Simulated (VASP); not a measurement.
Ta, 1 atom in the cell. It takes space group I4/mmm (No. 139, tetragonal). The conventional cell has a = 3.280 Å, b = 3.280 Å, c = 2.920 Å, α = 90.00°, β = 90.00°, γ = 90.00°. Within 3.6 Å of Ta (site symmetry 4/mmm) lie 14 Ta at 2.74 to 3.28 Å.  This cell differs from its parent crystal: normal strain along x -0.1100, normal strain along z +0.0000.

| Quantity | Value |
| --- | --- |
| Program | VASP 6.6.1 |
| Task | single point |
| Functional | PBEsol |
| Potentials or basis | VASP PAW PBE potentials, release 64 (Ta_pv) |
| Cutoff | 520 eV |
| k mesh | 20 × 20 × 20 |
| Occupations | gaussian, width 0.15 eV |
| Spin | no spin polarisation |
| Dipole correction | no |
| Further INCAR settings | ALGO = Fast; EDIFF = 1e-06; NBANDS = 12 |

Potentials or basis: VASP PAW PBE potentials, release 64 (Ta_pv).

The run is started by

```console
$ cat potpaw_PBE.64/Ta_pv/POTCAR > POTCAR
$ mpirun -np 1 vasp_std > vasp.out
```

Hardware: 1 thread of Intel(R) Xeon(R) 6975P-C (Granite Rapids) (shared host).

Estimate the wall time of this run.

It took 33 s on 1 thread of Intel(R) Xeon(R) 6975P-C (Granite Rapids), with other jobs on the host, peak memory 0.22 GiB. Counts: scf iterations 12, k points 641.
